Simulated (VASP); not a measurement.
Set up this calculation in VASP 6.6.1, as the native input.

- Task: single point
- Functional: PBE
- Potentials or basis: VASP PAW PBE potentials, release 64 (V_sv, O, Sr_sv)
- Cutoff: 520 eV
- k mesh: 5 × 5 × 5
- Occupations: fermi-dirac, width 0.0153 eV
- Spin: collinear spin, ferromagnetic start
- Starting moments: [0.9, 0.0, 0.0, 0.0, 0.0] μB
- Hubbard terms: V d U = 4.35 eV
- Dipole correction: no
- Further INCAR settings: ALGO = Normal; EDIFF = 1e-07; NBANDS = 32

The structure of SrVO3 lies in POSCAR:

```
SrVO3
1.0
    3.9154115200      0.0000000000      0.0000000000
    0.0000000000      3.9154115200      0.0000000000
    0.0000000000      0.0000000000      3.9154115200
V O Sr
1 3 1
Direct
    0.0000000000      0.0000000000      0.0000000000
    0.5000000000      0.0000000000      0.0000000000
    0.0000000000      0.5000000000      0.0000000000
    0.0000000000      0.0000000000      0.5000000000
    0.5000000000      0.5000000000      0.5000000000
```

The input as run:

INCAR

```
ALGO = Normal
EDIFF = 1E-7
ENCUT = 520
GGA = PE
ISIF = 2
ISMEAR = -1
ISPIN = 2
LASPH = True
LCHARG = False
LDAU = True
LDAUJ = 0 0 0
LDAUL = 2 -1 -1
LDAUPRINT = 1
LDAUTYPE = 2
LDAUU = 4.35 0 0
LMAXMIX = 4
LORBIT = 11
LREAL = False
LWAVE = False
MAGMOM = 0.9 0 0 0 0
NBANDS = 32
NELM = 150
PREC = Accurate
SIGMA = 0.0153
```

KPOINTS

```
k-points
0
Gamma
  5 5 5
```

Potentials or basis: VASP PAW PBE potentials, release 64 (V_sv, O, Sr_sv).

The run is started by

```sh
$ cat potpaw_PBE.64/V_sv/POTCAR potpaw_PBE.64/O/POTCAR potpaw_PBE.64/Sr_sv/POTCAR > POTCAR
$ mpirun -np 1 vasp_std > vasp.out
```

It gave:

The pressure is -1.2 GPa and the band gap on the k mesh is zero (filled and empty bands overlap). The net moment is 1.00 μB per cell. The site moments are V +1.20; O -0.08; Sr -0.00 μB. The valence electrons inside the program's atomic spheres are V 11.35; O 5.03; Sr 7.99.

It took 41 s on 1 thread of Intel(R) Xeon(R) Platinum 8488C (Sapphire Rapids) (shared host), peak memory 0.19 GiB.
